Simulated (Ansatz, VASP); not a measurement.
# SiC: VASP beside Ansatz

INCAR

```
PREC     = Accurate       # precision mode
ENCUT    = 520            # plane-wave cutoff, eV
EDIFF    = 1E-6           # SCF threshold, eV
ISMEAR   = -1             # smearing method
SIGMA    = 0.08           # smearing width, eV
LREAL    = False          # projectors in reciprocal space
LASPH    = True           # aspherical terms in the spheres
NELM     = 100            # most SCF steps
ALGO     = Normal         # electronic algorithm
ISIF     = 2              # what is computed and relaxed
LWAVE    = False          # write WAVECAR
LCHARG   = False          # write CHGCAR
GGA      = PE             # functional
NBANDS   = 11             # bands
```

Contents of KPOINTS:

```
Automatic mesh
0
Gamma
  16 16 16
```

File POSCAR:

```
SiC
1.0
    0.0000000000      2.2328221474      2.2328221474
    2.2328221474      0.0000000000      2.2328221474
    2.2328221474      2.2328221474      0.0000000000
Si C
1 1
Direct
    0.0000000000      0.0000000000      0.0000000000
    0.2500000000      0.2500000000      0.2500000000
```

Input for Ansatz:

```yaml
crystal:
  lattice:
    - [0.0, 2.2328221474, 2.2328221474]
    - [2.2328221474, 0.0, 2.2328221474]
    - [2.2328221474, 2.2328221474, 0.0]
  atoms:
    - { symbol: Si, position: [0.0, 0.0, 0.0] }
    - { symbol: C, position: [0.25, 0.25, 0.25] }
kpoints:
  mp_grid: { grid: [16, 16, 16] }
scf:
  occupations: { method: fermi_dirac, width: 0.08 }
hamiltonian:
  xc: pbe
  pseudopotentials: { kind: all_electron, lapw: { basis_error: 0.0005 } }
output:
  forces: true
  stress: true
  eigenvalues: true
```

Change from the starting cell: volume scaled by 1.06.

Alike in both runs: task single point; functional PBE; k mesh 16 × 16 × 16; occupations fermi-dirac, width 0.08 eV; no spin polarisation.

```csv
,VASP,Ansatz
version,VASP 6.6.1,Ansatz 0.2.0
potentials or method,"VASP PAW PBE potentials, release 64 (Si, C), cutoff 520 eV","all-electron LAPW, scalar-relativistic"
```

|  | VASP | Ansatz | Ansatz less VASP |
| --- | --- | --- | --- |
| pressure (GPa) | -11.1 | -11.0 | +0.06 |

Ansatz ran all-electron here, and VASP with PAW potentials.
